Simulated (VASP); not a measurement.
Write the native input for VASP 6.6.1 that does the following.

| Quantity | Value |
| --- | --- |
| Task | single point |
| Functional | r2SCAN |
| Potentials or basis | VASP PAW PBE potentials, release 64 (Cd, Se) |
| Cutoff | 550 eV |
| k mesh | 8 × 8 × 8 |
| Occupations | gaussian, width 0.01 eV |
| Spin | no spin polarisation |
| Dipole correction | no |
| Further INCAR settings | ALGO = Normal; EDIFF = 1e-06; NBANDS = 16 |

Crystal: CdSe.

```xyz
2
Lattice="0.0000 3.0678 3.0678 3.0678 0.0000 3.0678 3.0678 3.0678 0.0000" Properties=species:S:1:pos:R:3 pbc="T T T"
Cd    0.0000    0.0000    0.0000
Se    4.6017    4.6017    4.6017
```

The input as run:

POSCAR

```
CdSe
1.0
    0.0000000000      3.0678017004      3.0678017004
    3.0678017004      0.0000000000      3.0678017004
    3.0678017004      3.0678017004      0.0000000000
Cd Se
1 1
Direct
    0.0000000000      0.0000000000      0.0000000000
    0.7500000000      0.7500000000      0.7500000000
```

INCAR.step1

```
ALGO = Normal ; EDIFF = 1E-5
ENCUT = 550 ; GGA = PE
GGA_COMPAT = False ; ISMEAR = 0
LASPH = True ; LCHARG = False
LREAL = False ; LWAVE = True
NBANDS = 16 ; NELM = 120
PREC = Accurate ; SIGMA = 0.01
```

INCAR.step2

```
ALGO = Normal ; EDIFF = 1E-6
ENCUT = 550 ; GGA_COMPAT = False
ISIF = 2 ; ISMEAR = 0
ISTART = 1 ; LASPH = True
LCHARG = False ; LMIXTAU = True
LREAL = False ; LWAVE = False
METAGGA = R2SCAN ; NBANDS = 16
NELM = 120 ; PREC = Accurate
SIGMA = 0.01
```

KPOINTS

```
k-points
0
Gamma
  8 8 8
```

Potentials or basis: VASP PAW PBE potentials, release 64 (Cd, Se).

Run with:

```console
$ cat potpaw_PBE.64/Cd/POTCAR potpaw_PBE.64/Se/POTCAR > POTCAR
$ cp INCAR.step1 INCAR
$ mpirun -np 1 vasp_std > vasp.out
$ cp INCAR.step2 INCAR
$ mpirun -np 1 vasp_std > vasp.out
```

It gave:

```json
{
 "Pressure": "0.2 GPa",
 "Band gap on the k mesh": "1.03 eV"
}
```

Caveat: the PAW data sets were made with another functional, which shifts forces and pressure a little.

Wall time 70 s on 1 thread of AMD EPYC 9R45 96-Core Processor (Zen 5), with other jobs on the host, peak memory 0.2 GiB.
